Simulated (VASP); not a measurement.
Wanted: the native input for a VASP 6.6.1 run.

```
Task                   : relaxation of cell and atoms
Functional             : PBE
Dispersion             : D3(BJ)
Potentials or basis    : VASP PAW PBE potentials, release 64 (Ag, Cl, F)
Cutoff                 : 600 eV
k mesh                 : 12 × 12 × 12
Occupations            : gaussian, width 0.1 eV
Spin                   : no spin polarisation
Dipole correction      : no
Further INCAR settings : ALGO = Normal; EDIFF = 1e-06; IBRION = 2; EDIFFG = -0.005; NSW = 100; ISIF = 3
```

The structure of Ag2ClF lies in POSCAR:

```
Ag2ClF
1.0
    1.9426401165      1.1215837942      5.3429270740
   -1.9426401165      1.1215837942      5.3429270740
    0.0000000000     -2.2431675884      5.3429270740
Ag Cl F
2 1 1
Direct
    0.2636985812      0.2636985812      0.2636985812
    0.7363014188      0.7363014188      0.7363014188
    0.5000000000      0.5000000000      0.5000000000
    0.0000000000      0.0000000000      0.0000000000
```

These files were run (other wordings do the same):

INCAR

```
SYSTEM = Ag2ClF
ALGO = Normal ; EDIFF = 1E-6
EDIFFG = -0.005 ; ENCUT = 600
GGA = PE ; IBRION = 2
ISIF = 3 ; ISMEAR = 0
IVDW = 12 ; LASPH = .True.
LCHARG = .False. ; LREAL = .False.
LWAVE = .False. ; NELM = 100
NSW = 100 ; PREC = Accurate
SIGMA = 0.1
```

KPOINTS

```
k-points
0
Gamma
  12 12 12
  0 0 0
```

Potentials or basis: VASP PAW PBE potentials, release 64 (Ag, Cl, F).

Command:

```bash
$ cat potpaw_PBE.64/Ag/POTCAR potpaw_PBE.64/Cl/POTCAR potpaw_PBE.64/F/POTCAR > POTCAR
$ mpirun -np 1 vasp_std > vasp.out
```

It gave:

```
Relaxed volume                         : 17.31 Å³/atom
Relaxed cell                           : a = 5.708 Å, b = 5.708 Å, c = 5.708 Å, α = 40.00°, β = 40.00°, γ = 40.00°
Space group after relaxing (to 0.05 Å) : R-3m (No. 166)
Energy gained by relaxing              : 0.3 meV/atom
Ionic steps                            : 13
Pressure after relaxing                : 0.0 GPa
Band gap on the k mesh                 : zero (filled and empty bands touch)
Dispersion energy per atom             : -0.302 eV
```

Caveat: pairwise dispersion overbinds metals, which lowers pressure and volume.

Run time: 46 min on 1 thread of Intel(R) Xeon(R) Platinum 8259CL CPU @ 2.50GHz (Skylake/Cascade Lake) (shared host), peak memory 0.62 GiB.
